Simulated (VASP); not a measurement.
# ScZnGaS4 (P3m1) in VASP: single point with PBEsol+D4

Aim: the single point of ScZnGaS4 with PBEsol+D4.

All numbers are computed with VASP 6.6.1; they aren't measurements. Logs are shortened: lines on timing, memory, paths and dates and some standing lists are left out, and cuts for length are marked.

## Step 1: The cell of the first run

It takes space group P3m1 (No. 156, trigonal). The conventional cell has a = 3.824 Å, b = 3.824 Å, c = 12.509 Å, α = 90.00°, β = 90.00°, γ = 120.00°. Within 3.1 Å of Sc (site symmetry 3m) lie 4 S at 2.36 to 2.45 Å. Zn (site symmetry 3m) has 6 S at 2.54 to 2.57 Å within 3.3 Å. Within 2.9 Å of Ga (site symmetry 3m) lie 4 S at 2.22 to 2.41 Å. Within 3.2 Å of S (site symmetry 3m) lie 3 Sc at 2.45 Å. S (site symmetry 3m) has 3 Ga at 2.41 Å within 3.2 Å. Within 2.9 Å of S (site symmetry 3m) lie 1 Ga at 2.22 Å and 3 Zn at 2.54 Å. Within 3.1 Å of S (site symmetry 3m) lie 1 Sc at 2.36 Å and 3 Zn at 2.57 Å.

## Step 2: Single point, PBEsol+D4

File INCAR:

```
PREC = Accurate ; ENCUT = 520
EDIFF = 1E-6 ; ISMEAR = 0
SIGMA = 0.01 ; LREAL = F
LASPH = T ; NELM = 60
ALGO = Normal ; ISIF = 2
LWAVE = F ; LCHARG = F
GGA = PS ; IVDW = 13
NBANDS = 39
```

File KPOINTS:

```
Automatic mesh
0
Gamma
  6 6 2
```

File POSCAR:

```
ScZnGaS4
1.0
    3.8235926600      0.0000000000      0.0000000000
   -1.9117963300      3.3113283800      0.0000000000
    0.0000000000      0.0000000000     12.5087800000
Sc Zn Ga S
1 1 1 4
Direct
    0.6666666700      0.3333333300      0.7876930000
    0.0000000000      0.0000000000      0.4931110000
    0.3333333300      0.6666666700      0.2159150000
    0.3333333300      0.6666666700      0.8727200000
    0.6666666700      0.3333333300      0.1382150000
    0.3333333300      0.6666666700      0.3932990000
    0.6666666700      0.3333333300      0.5990460000
```

Potentials or basis: VASP PAW PBE potentials, release 64 (Sc_sv, Zn, Ga_d, S).

Started as:

```bash
$ cat potpaw_PBE.64/Sc_sv/POTCAR potpaw_PBE.64/Zn/POTCAR potpaw_PBE.64/Ga_d/POTCAR potpaw_PBE.64/S/POTCAR > POTCAR
$ mpirun -np 1 vasp_std > vasp.out
```

OUTCAR:

```text
PREC = Accurate
   ENCUT = 520
   EDIFF = 1E-6
   ISMEAR = 0
   LREAL = F
   LASPH = T
   NELM = 60
   ISIF = 2
   GGA = PS
   IVDW = 13

 ion  position               nearest neighbor table
   1  0.667  0.333  0.788-   7 2.36   4 2.45   4 2.45   4 2.45
   2  0.000  0.000  0.493-   6 2.54   6 2.54   6 2.54   7 2.57   7 2.57   7 2.57
   3  0.333  0.667  0.216-   6 2.22   5 2.41   5 2.41   5 2.41
   4  0.333  0.667  0.873-   1 2.45   1 2.45   1 2.45
   5  0.667  0.333  0.138-   3 2.41   3 2.41   3 2.41
   6  0.333  0.667  0.393-   3 2.22   2 2.54   2 2.54   2 2.54
   7  0.667  0.333  0.599-   1 2.36   2 2.57   2 2.57   2 2.57

  LATTYP: Found a hexagonal cell.
 ALAT       =     3.8235926600
 C/A-ratio  =     3.2714729607

  Lattice vectors:

 A1 = (   3.8235926600,   0.0000000000,   0.0000000000)
 A2 = (  -1.9117963300,   3.3113283800,   0.0000000000)
 A3 = (   0.0000000000,   0.0000000000,  12.5087800000)

Analysis of symmetry for initial positions (statically):
=====================================================================
 Subroutine PRICEL returns:
 Original cell was already a primitive cell.

 Routine SETGRP: Setting up the symmetry group for a
 hexagonal supercell.

 Subroutine GETGRP returns: Found  6 space group operations
 (whereof  6 operations were pure point group operations)
 out of a pool of 24 trial point group operations.

The static configuration has the point symmetry C_3v.

Analysis of symmetry for dynamics (positions and initial velocities):
=====================================================================
 Subroutine PRICEL returns:
 Original cell was already a primitive cell.

 Routine SETGRP: Setting up the symmetry group for a
 hexagonal supercell.

 Subroutine GETGRP returns: Found  6 space group operations
 (whereof  6 operations were pure point group operations)
 out of a pool of 24 trial point group operations.

The dynamic configuration has the point symmetry C_3v.

 Subroutine INISYM returns: Found  6 space group operations
 (whereof  6 operations are pure point group operations),
 and found     1 'primitive' translations

----------------------------------------------------------------------------------------

                                     Primitive cell

  volume of cell :     158.3758

  direct lattice vectors                    reciprocal lattice vectors
     3.823592660  0.000000000  0.000000000     0.261534135  0.150996803  0.000000000
    -1.911796330  3.311328380  0.000000000     0.000000000  0.301993607  0.000000000
     0.000000000  0.000000000 12.508780000     0.000000000  0.000000000  0.079943847

  length of vectors
     3.823592660  3.823592662 12.508780000     0.301993607  0.301993607  0.079943847

  position of ions in fractional coordinates (direct lattice)
     0.666666670  0.333333330  0.787693000
     0.000000000  0.000000000  0.493111000
     0.333333330  0.666666670  0.215915000
     0.333333330  0.666666670  0.872720000
     0.666666670  0.333333330  0.138215000
     0.333333330  0.666666670  0.393299000
     0.666666670  0.333333330  0.599046000

  ion indices of the primitive-cell ions
   primitive index   ion index
                 1           1
                 2           2
                 3           3
                 4           4
                 5           5
                 6           6
                 7           7

----------------------------------------------------------------------------------------

 KPOINTS: Automatic mesh

Automatic generation of k-mesh.
 Grid dimensions read from file:
 generate k-points for:    6    6    2

 Generating k-lattice:

  Cartesian coordinates                     Fractional coordinates (reciprocal lattice)
     0.043589023  0.025166134  0.000000000     0.166666667  0.000000000  0.000000000
     0.000000000  0.050332268  0.000000000     0.000000000  0.166666667  0.000000000
     0.000000000  0.000000000  0.039971924     0.000000000  0.000000000  0.500000000

  Length of vectors
     0.050332268  0.050332268  0.039971924

  Shift w.r.t. Gamma in fractional coordinates (k-lattice)
     0.000000000  0.000000000  0.000000000

 Subroutine IBZKPT returns following result:
 ===========================================

 Found     14 irreducible k-points:

 Following reciprocal coordinates:
            Coordinates               Weight
  0.000000  0.000000  0.000000      1.000000
  0.166667  0.000000  0.000000      6.000000
  0.333333  0.000000  0.000000      6.000000
  0.500000 -0.000000  0.000000      3.000000
  0.166667  0.166667  0.000000      6.000000
  0.333333  0.166667  0.000000     12.000000
  0.333333  0.333333  0.000000      2.000000
  0.000000  0.000000  0.500000      1.000000
  0.166667  0.000000  0.500000      6.000000
  0.333333  0.000000  0.500000      6.000000
  0.500000 -0.000000  0.500000      3.000000
  0.166667  0.166667  0.500000      6.000000
  0.333333  0.166667  0.500000     12.000000
  0.333333  0.333333  0.500000      2.000000
   k-points           NKPTS =     14   k-points in BZ     NKDIM =     14   number of bands    NBANDS=     39
   number of dos      NEDOS =    301   number of ions     NIONS =      7
   total plane-waves  NPLWV =  75264
   dimension x,y,z NGX =    28 NGY =   28 NGZ =   96
   dimension x,y,z NGXF=    56 NGYF=   56 NGZF=  192
   ions per type =               1   1   1   4
   NGX,Y,Z   is equivalent  to a cutoff of  12.17, 12.17, 12.76 a.u.
   NGXF,Y,Z  is equivalent  to a cutoff of  24.35, 24.35, 25.52 a.u.
 SYSTEM =  unknown system
   PREC   = accura    normal or accurate (medium, high low for compatibility)
   ISTART =      0    job   : 0-new  1-cont  2-samecut
   ICHARG =      2    charge: 1-file 2-atom 10-const
   ISPIN  =      1    spin polarized calculation?
   LNONCOLLINEAR =      F non collinear calculations
   LSORBIT =      F    spin-orbit coupling
   LASPH  =      T    aspherical Exc in radial PAW
   ENCUT  =  520.0 eV  38.22 Ry    6.18 a.u.   7.11  7.11 23.26*2*pi/ulx,y,z
   NELM   =     60;   NELMIN=  2; NELMDL= -5     # of ELM steps
   EDIFF  = 0.1E-05   stopping-criterion for ELM
   LREAL  =      F    real-space projection
   EDIFFG = 0.1E-04   stopping-criterion for IOM
   NSW    =      0    number of steps for IOM
   IBRION =     -1    ionic relax: 0-MD 1-quasi-New 2-CG
   NFREE  =      0    steps in history (QN), initial steepest desc. (CG)
   ISIF   =      2    stress and relaxation
   ISYM   =      2    0-nonsym 1-usesym 2-fastsym
   POTIM  = 0.5000    time-step for ionic-motion
   TEBEG  =    0.0;   TEEND  =   0.0 temperature during run
   PSTRESS=    0.0 pullay stress
   NELECT =      60.0000    total number of electrons
   NUPDOWN=      -1.0000    fix difference up-down
   EMIN   =  10.00;   EMAX   =-10.00  energy-range for DOS
   EFERMI =   0.00;   METHOD = LEGACY
   ISMEAR =     0;   SIGMA  =   0.01  broadening in eV -4-tet -1-fermi 0-gaus
   EFERMI_NEDOS =   21; number of points for ismear=-14 and -15
   IALGO  =     38    algorithm
   IMIX   =      4    mixing-type and parameters
     AMIX     =   0.40;   BMIX     =  1.00
     AMIX_MAG =   1.60;   BMIX_MAG =  1.00
  volume/ion in A,a.u.               =      22.63       152.68
  Fermi-wavevector in a.u.,A,eV,Ry     =   1.184574  2.238521 19.091916  1.403216
  Thomas-Fermi vector in A             =   2.320786
   LORBIT       =      0    0 simple, 1 ext, 2 COOP (PROOUT), +10 PAW based schemes
   GGA     = PS    functional components
   LHFCALC =     F    Hartree Fock is set to
   AEXX    =    0.0000 exact exchange contribution
   IVDW    =    13    specifies the selected vdW correction
   LEPSILON=     F    determine dielectric tensor
   LRPA    =     F    only Hartree local field effects (RPA)
 non-spin polarized calculation
 Gauss-broadening in eV      SIGMA  =   0.01
  energy-cutoff  :      520.00
  volume of cell :      158.38
 maximum number of plane-waves:      4296
   NGX = 15   NGY = 15   NGZ = 47

 number of electron      60.0000017 magnetization

 Free energy of the ion-electron system (eV)
  ---------------------------------------------------
  ext. energy  EPLUGINS =         0.00000000
  ---------------------------------------------------
  free energy    TOTEN  =       -35.68371225 eV

  energy without entropy =      -35.68371225  energy(sigma->0) =      -35.68371225

 E-fermi :   2.7231     XC(G=0):  -9.3502

 val. band max:        2.5769265163   @ k =   0.1667   0.0000   0.0000
 cond. band min:       3.4948038284   @ k =   0.0000   0.0000   0.0000
 fundamental gap:      0.9178773121
 Fermi energy:         2.7231177594

 k-point     1 :       0.0000    0.0000    0.0000
  band No.  band energies     occupation
      1     -46.4561      2.00000
      2     -25.2191      2.00000
      3     -25.2191      2.00000
      4     -25.1490      2.00000
      5     -12.4149      2.00000
      6     -12.2874      2.00000
[... 31 lines left out ...]
     38       7.2816      0.00000
     39       7.3233      0.00000

 k-point     2 :       0.1667    0.0000    0.0000
  band No.  band energies     occupation
      1     -46.4545      2.00000
      2     -25.2424      2.00000
      3     -25.2240      2.00000
      4     -25.1446      2.00000
      5     -12.4162      2.00000
      6     -12.3212      2.00000
[... 31 lines left out ...]
     38       7.1112      0.00000
     39       7.7641      0.00000

 k-point     3 :       0.3333    0.0000    0.0000
  band No.  band energies     occupation
      1     -46.4514      2.00000
      2     -25.2874      2.00000
      3     -25.2339      2.00000
      4     -25.1371      2.00000
      5     -12.4415      2.00000
      6     -12.3496      2.00000
[... 412 lines left out ...]
 k-point    13 :       0.3333    0.1667    0.5000
  band No.  band energies     occupation
      1     -46.4499      2.00000
      2     -25.2990      2.00000
      3     -25.2495      2.00000
      4     -25.1335      2.00000
      5     -12.4565      2.00000
      6     -12.3517      2.00000
[... 31 lines left out ...]
     38       7.3015      0.00000
     39       8.0323      0.00000

 k-point    14 :       0.3333    0.3333    0.5000
  band No.  band energies     occupation
      1     -46.4491      2.00000
      2     -25.2929      2.00000
      3     -25.2692      2.00000
      4     -25.1317      2.00000
      5     -12.4614      2.00000
      6     -12.3522      2.00000
[... 31 lines left out ...]
     38       8.0983      0.00000
     39       8.5291      0.00000

------------------------ aborting loop because EDIFF is reached ----------------------------------------

  DFT-D4 for vdW energy calculation

  Edisp (eV):   -1.24419

  FORCE on cell =-STRESS in cart. coord.  units (eV):
  Direction    XX          YY          ZZ          XY          YZ          ZX
  --------------------------------------------------------------------------------------
  -------------------------------------------------------------------------------------
  Total      -3.95992    -3.95992    -3.61532    -0.00000     0.00000     0.00000
  in kB     -40.05977   -40.05977   -36.57368    -0.00000     0.00000     0.00000
  external pressure =      -38.90 kB  Pullay stress =        0.00 kB

 VOLUME and BASIS-vectors are now :
 -----------------------------------------------------------------------------
  energy-cutoff  :      520.00
  volume of cell :      158.38
      direct lattice vectors                 reciprocal lattice vectors
     3.823592660  0.000000000  0.000000000     0.261534135  0.150996803  0.000000000
    -1.911796330  3.311328380  0.000000000     0.000000000  0.301993607  0.000000000
     0.000000000  0.000000000 12.508780000     0.000000000  0.000000000  0.079943847

 POSITION                                       TOTAL-FORCE (eV/Angst)
 -----------------------------------------------------------------------------------
      1.91180      1.10378      9.85308        -0.000000     -0.000000     -0.084684
      0.00000      0.00000      6.16822         0.000000     -0.000000     -0.066441
     -0.00000      2.20755      2.70083        -0.000000     -0.000000      0.062216
     -0.00000      2.20755     10.91666         0.000000     -0.000000     -0.107050
      1.91180      1.10378      1.72890        -0.000000      0.000000      0.209634
     -0.00000      2.20755      4.91969        -0.000000     -0.000000      0.134400
      1.91180      1.10378      7.49333        -0.000000     -0.000000     -0.148074
 -----------------------------------------------------------------------------------
    total drift:                               -0.000012      0.000008     -0.001468

  FREE ENERGIE OF THE ION-ELECTRON SYSTEM (eV)
  ---------------------------------------------------
  free  energy   TOTEN  =       -36.9278996637 eV

  energy  without entropy=      -36.9278996637  energy(sigma->0) =      -36.92789966
```

It took 1.8 min on 1 thread of AMD EPYC 7R43 (Zen 3), shared host; peak memory 0.27 GiB.

Results:

| Item | Value |
| --- | --- |
| Free energy | -36.9279 eV |
| Pressure | -3.9 GPa |
| Largest force | 0.210 eV/Å |
| Band gap on the k mesh | 0.92 eV (least direct gap 1.05 eV) |
| Dispersion energy per atom | -0.178 eV |

Forces in eV/Å, atoms in the order of the input:
```
Sc   0.000  0.000 -0.085
Zn   0.000  0.000 -0.066
Ga   0.000  0.000  0.062
S    0.000  0.000 -0.107
S    0.000  0.000  0.210
S    0.000  0.000  0.134
S    0.000  0.000 -0.148
```

Caveat: the cell stands under tension; the PAW data sets were made with another functional, which shifts forces and pressure a little. A k mesh can miss the band edges.
